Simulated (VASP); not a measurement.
# ReAgF6: single point with r2SCAN+D3(BJ)

Crystal: ReAgF6.

```
CELL_PARAMETERS angstrom
3.55209 2.05080 2.35697
-3.55209 2.05080 2.35697
0.00000 -4.10160 2.35698
ATOMIC_POSITIONS crystal
F 0.22269 0.92212 0.33470
F 0.33470 0.22269 0.92212
F 0.92212 0.33470 0.22269
F 0.77731 0.07788 0.66530
F 0.66530 0.77731 0.07788
F 0.07788 0.66530 0.77731
Re 0.00000 0.00000 0.00000
Ag 0.50000 0.50000 0.50000
```

```yaml
Program: VASP 6.6.1
Task: single point
Functional: r2SCAN
Dispersion: D3(BJ)
Potentials_or_basis: VASP PAW PBE potentials, release 64 (F, Re, Ag)
Cutoff: 520 eV
k_mesh: 4 × 4 × 4
Occupations: fermi-dirac, width 0.1 eV
Spin: no spin polarisation
Dipole_correction: no
Further_INCAR_settings: ALGO = Normal; EDIFF = 1e-06; NBANDS = 40
```

| Property | Result |
| --- | --- |
| Pressure | 2.1 GPa |
| Largest force | 0.476 eV/Å |
| Band gap on the k mesh | zero (bands 30 and 31 overlap by 0.16 eV) |
| Dispersion energy per atom | -0.061 eV |

Forces on the atoms (eV/Å):
```
F    0.272 -0.271  0.280
F    0.099  0.372  0.280
F   -0.371 -0.100  0.280
F   -0.272  0.271 -0.280
F   -0.099 -0.372 -0.280
F    0.371  0.100 -0.280
Re   0.000  0.000  0.000
Ag   0.000  0.000  0.000
```

Stress tensor (GPa, compression positive):
```
1.94 0.00 0.00
0.00 1.94 0.00
0.00 0.00 2.33
```

Levels at points of the mesh, in eV from the Fermi level:
| k point | band 25 | band 26 | band 27 | band 28 | band 29 | band 30 | band 31 | band 32 | band 33 | band 34 |
| --- | --- | --- | --- | --- | --- | --- | --- | --- | --- | --- |
| (0.00, 0.00, 0.00) | -2.65 | -2.65 | -2.52 | -2.42 | -2.42 | 0.16 | 0.16 | 0.20 | 1.90 | 4.76 |
| (0.50, 0.00, 0.00) | -2.69 | -2.55 | -2.48 | -2.37 | -2.35 | 0.00 | 0.12 | 0.14 | 3.25 | 4.46 |
| (0.50, 0.50, 0.00) | -2.75 | -2.73 | -2.57 | -2.50 | -2.47 | -0.12 | 0.08 | 0.20 | 3.21 | 4.88 |
| (0.50, 0.50, 0.50) | -2.70 | -2.70 | -2.65 | -2.36 | -2.36 | -0.05 | 0.00 | 0.00 | 4.08 | 4.25 |

It took 11 min on 1 thread of AMD EPYC 7571, with other jobs on the host, peak memory 0.22 GiB.

Caveat: three body term missing; the PAW data sets were made with another functional, which shifts forces and pressure a little; spin-orbit coupling is left out, which moves the levels of the heavy elements.
